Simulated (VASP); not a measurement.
Write the native input for VASP 6.6.1 that does the following.

* Task: single point
* Functional: PBE0
* Potentials or basis: VASP PAW PBE potentials, release 64 (Cd, Te)
* Cutoff: 520 eV
* k mesh: 6 × 6 × 6
* Occupations: gaussian, width 0.02 eV
* Spin: no spin polarisation
* Dipole correction: no
* Grid for exact exchange (PRECFOCK): Normal
* Further INCAR settings: ALGO = Normal; EDIFF = 1e-06; NBANDS = 16
* Share of exact exchange: 0.25

The system is CdTe.

```xyz
2
Lattice="0.0000 3.3087 3.3087 3.3087 0.0000 3.3087 3.3087 3.3087 0.0000" Properties=species:S:1:pos:R:3 pbc="T T T"
Cd    0.0000    0.0000    0.0000
Te    1.6543    1.6543    1.6543
```

These files were run (other wordings do the same):

POSCAR

```
CdTe
1.0
    0.0000000000      3.3086866431      3.3086866431
    3.3086866431      0.0000000000      3.3086866431
    3.3086866431      3.3086866431      0.0000000000
Cd Te
1 1
Direct
    0.0000000000      0.0000000000      0.0000000000
    0.2500000000      0.2500000000      0.2500000000
```

INCAR.step1

```
SYSTEM = CdTe
PREC = Accurate
ENCUT = 520
EDIFF = 1E-5
ISMEAR = 0
SIGMA = 0.02
LREAL = .FALSE.
LASPH = .TRUE.
NELM = 100
ALGO = Normal
ISIF = 2
LWAVE = .TRUE.
LCHARG = .FALSE.
NBANDS = 16
GGA = PE
```

INCAR.step2

```
SYSTEM = CdTe
PREC = Accurate
ENCUT = 520
EDIFF = 1E-6
ISMEAR = 0
SIGMA = 0.02
LREAL = .FALSE.
LASPH = .TRUE.
NELM = 100
ALGO = Normal
ISIF = 2
LWAVE = .FALSE.
LCHARG = .FALSE.
GGA = PE
LHFCALC = .TRUE.
AEXX = 0.25
PRECFOCK = Normal
NBANDS = 16
ISTART = 1
```

KPOINTS

```
regular mesh
0
G
  6 6 6
  0 0 0
```

Potentials or basis: VASP PAW PBE potentials, release 64 (Cd, Te).

Command:

```console
$ cat potpaw_PBE.64/Cd/POTCAR potpaw_PBE.64/Te/POTCAR > POTCAR
$ cp INCAR.step1 INCAR
$ mpirun -np 1 vasp_std > vasp.out
$ cp INCAR.step2 INCAR
$ mpirun -np 1 vasp_std > vasp.out
```

Results of the run:

The pressure is -1.1 GPa and the band gap on the k mesh is 1.95 eV.

Caveat: the PAW data sets were made with another functional, which shifts forces and pressure a little; spin-orbit coupling is left out, which moves the levels of the heavy elements.

Run time: 2.2 h on 1 thread of Intel Xeon 8259CL (shared host), peak memory 0.22 GiB.
